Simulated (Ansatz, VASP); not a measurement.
## One calculation of La, two programs

Contents of INCAR:

```
PREC = Accurate ; ENCUT = 520
EDIFF = 1E-8 ; ISMEAR = -1
SIGMA = 0.05 ; LREAL = False
LASPH = True ; NELM = 80
ALGO = Normal ; ISIF = 2
LWAVE = False ; LCHARG = False
GGA = PE ; LEFG = True
NBANDS = 18
```

File KPOINTS:

```
regular mesh
0
Gamma
  12 12 7
```

File POSCAR:

```
La
1.0
    3.7830588365      0.0000000000      0.0000000000
   -1.8915294182      3.2762250564      0.0000000000
    0.0000000000      0.0000000000      6.0761289130
La
2
Direct
    0.3333333333      0.6666666667      0.2500000000
    0.6666666667      0.3333333333      0.7631662776
```

Input for Ansatz:

```yaml
crystal:
  lattice:
    - [3.7830588365, 0.0, 0.0]
    - [-1.8915294182, 3.2762250564, 0.0]
    - [0.0, 0.0, 6.076128913]
  atoms:
    - { symbol: La, position: [0.3333333333, 0.6666666667, 0.25] }
    - { symbol: La, position: [0.6666666667, 0.3333333333, 0.7631662776] }
kpoints:
  mp_grid: { grid: [12, 12, 7] }
scf:
  occupations: { method: fermi_dirac, width: 0.05 }
hamiltonian:
  xc: pbe
  pseudopotentials: { kind: paw }
output:
  forces: true
  stress: true
  eigenvalues: true
  efg: { contact_densities: true }
  write_density: true
  write_potential: true
  elf: true
  volumetric_format: npy
```

Alike in both runs: task electric field gradients; functional PBE; k mesh 12 × 12 × 7; occupations fermi-dirac, width 0.05 eV; no spin polarisation.

```csv
,VASP,Ansatz
version,VASP 6.6.1,Ansatz 0.2.0
potentials or method,"VASP PAW PBE potentials, release 64 (La)","PAW with Ansatz's default frozen-core files, scalar-relativistic"
plane-wave cutoff (eV),520,420
valence electrons in the cell,22,22
```

Ansatz gave:

| Property | Result |
| --- | --- |
| pressure (GPa) | 0.1 |
| rms of the force components (eV/Å) | 0.067 |
| size of Vzz on the site where it differs most (V/Å²) | 17.5 |

Q: Estimate VASP's values.

A: Pressure (GPa): 0.1; rms of the force components (eV/Å): 0.068; size of Vzz on the site where it differs most (V/Å²): 19.1.

Atom by atom the forces differ by 0.000 eV/Å (rms over components).

Spin-orbit coupling is off throughout.
